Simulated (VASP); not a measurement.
# Ti (P6_3/mmc) in VASP: a series of runs

Ti is run at these levels: PBE+U; tasks: single point.

Program: VASP 6.6.1. These are calculated values, not measurements. Logs are shortened: lines on timing, memory, paths and dates and some standing lists are left out, and cuts for length are marked.

## (1) The cell of the first run

The structure is hexagonal, space group P6_3/mmc (No. 194). The conventional cell has a = 2.954 Å, b = 2.954 Å, c = 4.673 Å, α = 90.00°, β = 90.00°, γ = 120.00°. Ti (site symmetry -6m2) has 12 Ti at 2.89 to 2.95 Å within 3.8 Å.

## (2) Single point, PBE+U

INCAR

```
ALGO = Normal ; EDIFF = 1E-6
ENCUT = 500 ; GGA = PE
GGA_COMPAT = F ; ISIF = 2
ISMEAR = -1 ; LASPH = T
LCHARG = F ; LDAU = T
LDAUJ = 0 ; LDAUL = 2
LDAUPRINT = 1 ; LDAUTYPE = 2
LDAUU = 2 ; LMAXMIX = 4
LREAL = F ; LWAVE = F
NBANDS = 19 ; NELM = 200
PREC = Accurate ; SIGMA = 0.1
```

KPOINTS

```
k-points
0
Gamma
  6 6 4
```

POSCAR

```
Ti
1.0
    2.9536369854      0.0000000000      0.0000000000
   -1.4768184927      2.5579246629      0.0000000000
    0.0000000000      0.0000000000      4.6726682495
Ti
2
Direct
    0.3333333333      0.6666666667      0.2500000000
    0.6666666667      0.3333333333      0.7500000000
```

Potentials or basis: VASP PAW PBE potentials, release 64 (Ti_sv).

Command:

```console
cat potpaw_PBE.64/Ti_sv/POTCAR > POTCAR
mpirun -np 1 vasp_std > vasp.out
```

OUTCAR:

```text
EDIFF = 1E-6
   ENCUT = 500
   GGA = PE
   ISIF = 2
   ISMEAR = -1
   LASPH = T
   LREAL = F
   NELM = 200
   PREC = Accurate

 ion  position               nearest neighbor table
   1  0.333  0.667  0.250-   2 2.89   2 2.89   2 2.89   2 2.89   2 2.89   2 2.89
   2  0.667  0.333  0.750-   1 2.89   1 2.89   1 2.89   1 2.89   1 2.89   1 2.89

  LATTYP: Found a hexagonal cell.
 ALAT       =     2.9536369854
 C/A-ratio  =     1.5820049223

  Lattice vectors:

 A1 = (   2.9536369854,   0.0000000000,   0.0000000000)
 A2 = (  -1.4768184927,   2.5579246629,   0.0000000000)
 A3 = (   0.0000000000,   0.0000000000,   4.6726682495)

Analysis of symmetry for initial positions (statically):
=====================================================================
 Subroutine PRICEL returns:
 Original cell was already a primitive cell.

 Routine SETGRP: Setting up the symmetry group for a
 hexagonal supercell.

 Subroutine GETGRP returns: Found 24 space group operations
 (whereof 12 operations were pure point group operations)
 out of a pool of 24 trial point group operations.

The static configuration has the point symmetry D_3d.
 The point group associated with its full space group is D_6h.

Analysis of symmetry for dynamics (positions and initial velocities):
=====================================================================
 Subroutine PRICEL returns:
 Original cell was already a primitive cell.

 Routine SETGRP: Setting up the symmetry group for a
 hexagonal supercell.

 Subroutine GETGRP returns: Found 24 space group operations
 (whereof 12 operations were pure point group operations)
 out of a pool of 24 trial point group operations.

The dynamic configuration has the point symmetry D_3d.
 The point group associated with its full space group is D_6h.

 Subroutine INISYM returns: Found 24 space group operations
 (whereof 12 operations are pure point group operations),
 and found     1 'primitive' translations

----------------------------------------------------------------------------------------

                                     Primitive cell

  volume of cell :      35.3029

  direct lattice vectors                    reciprocal lattice vectors
     2.953636985  0.000000000  0.000000000     0.338565641  0.195470964  0.000000000
    -1.476818493  2.557924663  0.000000000     0.000000000  0.390941928  0.000000000
     0.000000000  0.000000000  4.672668250     0.000000000  0.000000000  0.214010485

  length of vectors
     2.953636985  2.953636985  4.672668250     0.390941928  0.390941928  0.214010485

  position of ions in fractional coordinates (direct lattice)
     0.333333333  0.666666667  0.250000000
     0.666666667  0.333333333  0.750000000

  ion indices of the primitive-cell ions
   primitive index   ion index
                 1           1
                 2           2

----------------------------------------------------------------------------------------

 KPOINTS: k-points

Automatic generation of k-mesh.
 Grid dimensions read from file:
 generate k-points for:    6    6    4

 Generating k-lattice:

  Cartesian coordinates                     Fractional coordinates (reciprocal lattice)
[... 82 lines left out ...]
   angular momentum for each species LDAUL =     2
   U (eV)           for each species LDAUU =   2.0
   J (eV)           for each species LDAUJ =   0.0
   GGA     = PE    functional components
   LHFCALC =     F    Hartree Fock is set to
   AEXX    =    0.0000 exact exchange contribution
   IVDW    =     0    specifies the selected vdW correction
   LEPSILON=     F    determine dielectric tensor
   LRPA    =     F    only Hartree local field effects (RPA)
 non-spin polarized calculation
  energy-cutoff  :      500.00
  volume of cell :       35.30
 maximum number of plane-waves:       929
 NGX is ok and might be reduce to    24
   NGX = 11   NGY = 11   NGZ = 17

atom =   1  type =  1  l = 2

 onsite density matrix

spin component  1

  0.1910  0.0000 -0.0000  0.0000  0.0000
  0.0000  0.1509  0.0000  0.0000 -0.0000
 -0.0000  0.0000  0.2197  0.0000 -0.0000
  0.0000  0.0000  0.0000  0.1509  0.0000
  0.0000 -0.0000 -0.0000  0.0000  0.1910

spin component  2

  0.1910  0.0000 -0.0000  0.0000  0.0000
  0.0000  0.1509  0.0000  0.0000 -0.0000
 -0.0000  0.0000  0.2197  0.0000 -0.0000
  0.0000  0.0000  0.0000  0.1509  0.0000
  0.0000 -0.0000 -0.0000  0.0000  0.1910

 occupancies and eigenvectors

  o =  0.1509  v =  0.0000 -1.0000  0.0000 -0.0000 -0.0000  0.0000  0.0000  0.0000  0.0000  0.0000      0.0000  0.0000  0.0000  0.0000  0.0000  0.0000  0.0000  0.0000  0.0000  0.0000
  o =  0.1509  v =  0.0000  0.0000  0.0000  0.0000  0.0000  0.0000 -1.0000  0.0000 -0.0000 -0.0000      0.0000  0.0000  0.0000  0.0000  0.0000  0.0000  0.0000  0.0000  0.0000  0.0000
  o =  0.1509  v =  0.0000 -0.0000 -0.0000  1.0000 -0.0000  0.0000  0.0000  0.0000  0.0000  0.0000      0.0000  0.0000  0.0000  0.0000  0.0000  0.0000  0.0000  0.0000  0.0000  0.0000
  o =  0.1509  v =  0.0000  0.0000  0.0000  0.0000  0.0000  0.0000 -0.0000 -0.0000  1.0000 -0.0000      0.0000  0.0000  0.0000  0.0000  0.0000  0.0000  0.0000  0.0000  0.0000  0.0000
  o =  0.1910  v =  0.0000 -0.0000  0.0000  0.0000  1.0000  0.0000  0.0000  0.0000  0.0000  0.0000      0.0000  0.0000  0.0000  0.0000  0.0000  0.0000  0.0000  0.0000  0.0000  0.0000
  o =  0.1910  v =  0.0000  0.0000  0.0000  0.0000  0.0000  0.0000 -0.0000  0.0000  0.0000  1.0000      0.0000  0.0000  0.0000  0.0000  0.0000  0.0000  0.0000  0.0000  0.0000  0.0000
  o =  0.1910  v =  0.0000  0.0000  0.0000  0.0000  0.0000  1.0000  0.0000  0.0000  0.0000  0.0000      0.0000  0.0000  0.0000  0.0000  0.0000  0.0000  0.0000  0.0000  0.0000  0.0000
  o =  0.1910  v =  1.0000  0.0000  0.0000  0.0000  0.0000  0.0000  0.0000  0.0000  0.0000  0.0000      0.0000  0.0000  0.0000  0.0000  0.0000  0.0000  0.0000  0.0000  0.0000  0.0000
  o =  0.2197  v =  0.0000 -0.0000 -1.0000 -0.0000  0.0000  0.0000  0.0000  0.0000  0.0000  0.0000      0.0000  0.0000  0.0000  0.0000  0.0000  0.0000  0.0000  0.0000  0.0000  0.0000
  o =  0.2197  v =  0.0000  0.0000  0.0000  0.0000  0.0000  0.0000 -0.0000 -1.0000 -0.0000  0.0000      0.0000  0.0000  0.0000  0.0000  0.0000  0.0000  0.0000  0.0000  0.0000  0.0000

atom =   2  type =  1  l = 2

 onsite density matrix

spin component  1

  0.1910  0.0000 -0.0000  0.0000  0.0000
  0.0000  0.1509  0.0000  0.0000  0.0000
 -0.0000  0.0000  0.2197 -0.0000 -0.0000
  0.0000  0.0000 -0.0000  0.1509 -0.0000
  0.0000  0.0000 -0.0000 -0.0000  0.1910

spin component  2

  0.1910  0.0000 -0.0000  0.0000  0.0000
  0.0000  0.1509  0.0000  0.0000  0.0000
 -0.0000  0.0000  0.2197 -0.0000 -0.0000
  0.0000  0.0000 -0.0000  0.1509 -0.0000
  0.0000  0.0000 -0.0000 -0.0000  0.1910

 occupancies and eigenvectors

  o =  0.1509  v =  0.0000 -1.0000 -0.0000 -0.0000  0.0000  0.0000  0.0000  0.0000  0.0000  0.0000      0.0000  0.0000  0.0000  0.0000  0.0000  0.0000  0.0000  0.0000  0.0000  0.0000
  o =  0.1509  v =  0.0000  0.0000  0.0000  0.0000  0.0000  0.0000 -1.0000 -0.0000 -0.0000  0.0000      0.0000  0.0000  0.0000  0.0000  0.0000  0.0000  0.0000  0.0000  0.0000  0.0000
  o =  0.1509  v =  0.0000 -0.0000 -0.0000  1.0000 -0.0000  0.0000  0.0000  0.0000  0.0000  0.0000      0.0000  0.0000  0.0000  0.0000  0.0000  0.0000  0.0000  0.0000  0.0000  0.0000
  o =  0.1509  v =  0.0000  0.0000  0.0000  0.0000  0.0000  0.0000 -0.0000 -0.0000  1.0000 -0.0000      0.0000  0.0000  0.0000  0.0000  0.0000  0.0000  0.0000  0.0000  0.0000  0.0000
  o =  0.1910  v =  0.0000  0.0000  0.0000  0.0000  0.0000  1.0000  0.0000  0.0000  0.0000  0.0000      0.0000  0.0000  0.0000  0.0000  0.0000  0.0000  0.0000  0.0000  0.0000  0.0000
  o =  0.1910  v =  1.0000  0.0000  0.0000  0.0000  0.0000  0.0000  0.0000  0.0000  0.0000  0.0000      0.0000  0.0000  0.0000  0.0000  0.0000  0.0000  0.0000  0.0000  0.0000  0.0000
  o =  0.1910  v =  0.0000  0.0000  0.0000  0.0000  0.0000  0.0000  0.0000  0.0000  0.0000  1.0000      0.0000  0.0000  0.0000  0.0000  0.0000  0.0000  0.0000  0.0000  0.0000  0.0000
  o =  0.1910  v =  0.0000  0.0000  0.0000  0.0000  1.0000  0.0000  0.0000  0.0000  0.0000  0.0000      0.0000  0.0000  0.0000  0.0000  0.0000  0.0000  0.0000  0.0000  0.0000  0.0000
  o =  0.2197  v =  0.0000  0.0000 -1.0000 -0.0000  0.0000  0.0000  0.0000  0.0000  0.0000  0.0000      0.0000  0.0000  0.0000  0.0000  0.0000  0.0000  0.0000  0.0000  0.0000  0.0000
  o =  0.2197  v =  0.0000  0.0000  0.0000  0.0000  0.0000  0.0000  0.0000 -1.0000 -0.0000  0.0000      0.0000  0.0000  0.0000  0.0000  0.0000  0.0000  0.0000  0.0000  0.0000  0.0000

 number of electron      24.0000004 magnetization

 Free energy of the ion-electron system (eV)
  ---------------------------------------------------
  ext. energy  EPLUGINS =         0.00000000
  ---------------------------------------------------
  free energy    TOTEN  =       -12.69764930 eV

  energy without entropy =      -12.61759078  energy(sigma->0) =      -12.65762004

 E-fermi :   8.4395     XC(G=0): -11.4538

 val. band max:        8.4103971555   @ k =   0.0000   0.0000   0.2500
 cond. band min:       8.4548967777   @ k =   0.1667   0.0000   0.0000
 fundamental gap:      0.0444996221
 Fermi energy:         8.4395489475

 k-point     1 :       0.0000    0.0000    0.0000
  band No.  band energies     occupation
      1     -49.0251      2.00000
      2     -48.8990      2.00000
      3     -25.5534      2.00000
      4     -24.9732      2.00000
      5     -24.9732      2.00000
      6     -24.8926      2.00000
[... 439 lines left out ...]
      6     -25.2217      2.00000
[... 11 lines left out ...]
     18      11.5781      0.00000
     19      14.9097      0.00000

------------------------ aborting loop because EDIFF is reached ----------------------------------------

  FORCE on cell =-STRESS in cart. coord.  units (eV):
  Direction    XX          YY          ZZ          XY          YZ          ZX
  --------------------------------------------------------------------------------------
  -------------------------------------------------------------------------------------
  Total        0.4770500      0.4770500      0.7770359      0.0000000     -0.0000000     -0.0000000
  in kB       21.6503367     21.6503367     35.2648324      0.0000000     -0.0000000     -0.0000000
  external PRESSURE =      26.1885019 kB  Pullay stress =       0.0000000 kB

 VOLUME and BASIS-vectors are now :
 -----------------------------------------------------------------------------
  energy-cutoff  :      500.00
  volume of cell :       35.30
      direct lattice vectors                 reciprocal lattice vectors
     2.953636985  0.000000000  0.000000000     0.338565641  0.195470964  0.000000000
    -1.476818493  2.557924663  0.000000000     0.000000000  0.390941928  0.000000000
     0.000000000  0.000000000  4.672668250     0.000000000  0.000000000  0.214010485

 POSITION                                       TOTAL-FORCE (eV/Angst)
 -----------------------------------------------------------------------------------
     -0.00000      1.70528      1.16817        -0.000000      0.000000      0.000000
      1.47682      0.85264      3.50450         0.000000     -0.000000      0.000000
 -----------------------------------------------------------------------------------
    total drift:                               -0.000000      0.000000     -0.000000

  FREE ENERGIE OF THE ION-ELECTRON SYSTEM (eV)
  ---------------------------------------------------
  free  energy   TOTEN  =       -12.6976493016 eV

  energy  without entropy=      -12.6175907752  energy(sigma->0) =      -12.65762004
```

It took 20 s on 1 thread of Intel Xeon 8259CL, shared host; peak memory 0.15 GiB.

What came out:

```yaml
Free_energy: -12.6976 eV
Pressure: 2.6 GPa
Band_gap_on_the_k_mesh: zero (bands 12 and 13 overlap by 1.13 eV)
```

Stress tensor (GPa, compression positive):
```
2.17 0.00 0.00
0.00 2.17 0.00
0.00 0.00 3.53
```

Eigenvalues of the final occupation matrices:
```
    site  spin  trace               eigenvalues
site 1 d     1   0.90  0.15 0.15 0.19 0.19 0.22
site 1 d     2   0.90  0.15 0.15 0.19 0.19 0.22
site 2 d     1   0.90  0.15 0.15 0.19 0.19 0.22
site 2 d     2   0.90  0.15 0.15 0.19 0.19 0.22
```

Caveat: the k points lie up to 0.41 Å⁻¹ apart, too coarse for converged energies and pressures of a metal; U without spin polarisation on a metal has little footing; the U is typed as a test and isn't derived for this compound.

(Continued in part 2 of 2.)

The gap in the log of VASP goes by the Fermi energy; the results here count the filled bands.